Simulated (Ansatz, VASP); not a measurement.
One calculation of BN, two programs

```
B N
1.0
     1.25607    0.72519    4.17929
    -1.25607    0.72519    4.17929
     0.00000   -1.45039    4.17929
B N
1 1
Cartesian
  0.0000 0.0000 12.5323
  0.0000 0.0000 4.1736
```

Alike in both runs: task relaxation of cell and atoms; functional PBE; k mesh 12 × 12 × 12; occupations gaussian, width 0.02 eV; no spin polarisation.

|  | VASP | Ansatz |
| --- | --- | --- |
| version | VASP 6.6.1 | Ansatz 0.2.0 |
| potentials or method | VASP PAW PBE potentials, release 64 (B, N), cutoff 600 eV | scalar-relativistic, plane waves, PAW |
| valence electrons in the cell | 8 | 8 |

```csv
,VASP,Ansatz,Ansatz less VASP
"gap on the k mesh at the Fermi level, each at its own relaxed structure (eV)",4.52,4.39,-0.125
relaxed volume (Å³/atom),10.81,11.42,+0.607
relaxed length of the cell vector where the two differ most in proportion (Å),4.215,4.424,+0.2086
```

One of these differences is far larger than is usual between the two programs; its cause wasn't traced.
